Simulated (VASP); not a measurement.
Input of a VASP 6.6.1 run:

The input INCAR:

```
SYSTEM = BP
PREC = Accurate ; ENCUT = 500
EDIFF = 1E-6 ; ISMEAR = 0
SIGMA = 0.1 ; LREAL = .FALSE.
LASPH = .TRUE. ; NELM = 120
ALGO = Normal ; ISIF = 2
LWAVE = .FALSE. ; LCHARG = .TRUE.
GGA = PS ; LELF = .TRUE.
LVHAR = .TRUE. ; NBANDS = 11
GGA_COMPAT = .FALSE.
```

The input KPOINTS:

```
Automatic mesh
0
G
  8 8 8
  0 0 0
```

The input POSCAR:

```
BP
1.0
    0.0000000000      2.2660723845      2.2660723845
    2.2660723845      0.0000000000      2.2660723845
    2.2660723845      2.2660723845      0.0000000000
B P
1 1
Direct
    0.0000000000      0.0000000000      0.0000000000
    0.2500000000      0.2500000000      0.2500000000
```

Potentials or basis: VASP PAW PBE potentials, release 64 (B, P).

Run with:

```bash
$ cat potpaw_PBE.64/B/POTCAR potpaw_PBE.64/P/POTCAR > POTCAR
$ mpirun -np 1 vasp_std > vasp.out
```

Problem. What does it give for the pressure?

Solution. -1.2 GPa.

Problem. Predict the band gap on the k mesh.

Solution. 1.16 eV, indirect (least direct gap 3.36 eV).

Caveat: the PAW data sets were made with another functional, which shifts forces and pressure a little. A k mesh can miss the band edges.
